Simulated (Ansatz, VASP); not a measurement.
# One calculation of SiO2, two programs

```xyz
6
Lattice="-2.4732 2.4732 3.6564 2.4732 -2.4732 3.6564 2.4732 2.4732 -3.6564" Properties=species:S:1:pos:R:3 pbc="T T T"
Si    0.0000    0.0000    0.0000
Si    0.0000    2.4732    1.8282
O     1.2366    2.9588    2.7423
O     0.4856    1.2366    0.9141
O    -1.2366    1.9877    2.7423
O    -0.4856    3.7099    0.9141
```

Alike in both runs: task single point; functional r2SCAN; k mesh 8 × 8 × 8; occupations gaussian, width 0.02 eV; no spin polarisation.

```csv
,VASP,Ansatz
version,VASP 6.6.1,Ansatz 0.2.0
potentials or method,"VASP PAW PBE potentials, release 64 (Si, O), cutoff 520 eV","scalar-relativistic, plane waves, PAW"
valence electrons in the cell,32,32
```

|  | VASP | Ansatz | Ansatz less VASP |
| --- | --- | --- | --- |
| gap on the k mesh at the Fermi level (eV) | 6.55 | 6.56 | +0.002 |
| least direct gap on the mesh (eV) | 6.55 | 6.56 | +0.002 |

VASP's potentials were made for PBE, not for r2SCAN. The functional is the same, so the differences come from potentials, cutoffs and numerics.
